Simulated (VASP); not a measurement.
# C: single point with PBEsol

C:

```
CELL_PARAMETERS angstrom
0.00000 1.82971 1.82971
1.82971 0.00000 1.82971
1.82971 1.82971 0.00000
ATOMIC_POSITIONS crystal
C 0.00000 0.00000 0.00000
C 0.25000 0.25000 0.25000
```

```json
{"Program": "VASP 6.6.1", "Task": "single point", "Functional": "PBEsol", "Potentials or basis": "VASP PAW PBE potentials, release 64 (C)", "Cutoff": "520 eV", "k mesh": "10 × 10 × 10", "Occupations": "gaussian, width 0.01 eV", "Spin": "no spin polarisation"}
```

```json
{
  "Pressure": "-32.9 GPa",
  "Band gap on the k mesh": "3.87 eV, indirect (least direct gap 5.33 eV)"
}
```

Levels at points of the mesh, in eV from the valence-band top:
```
           k point  band 1  band 2  band 3  band 4  band 5  band 6  band 7  band 8  band 9
(0.00, 0.00, 0.00)  -20.52    0.00    0.00    0.00    5.33    5.33    5.33   11.66   18.00
(0.50, 0.00, 0.00)  -15.11  -12.64   -2.62   -2.62    7.82    8.06    8.06   14.79   20.57
(0.50, 0.50, 0.00)  -12.25  -12.25   -5.89   -5.89    4.44    4.44   15.65   15.65   21.69
```

It took 5.8 s on 1 thread of AMD EPYC 7R13 Processor (Zen 3) (shared host), peak memory 0.09 GiB.

Caveat: the PAW data sets were made with another functional, which shifts forces and pressure a little. PBEsol gaps usually lie below the measured ones, often by a third to a half.
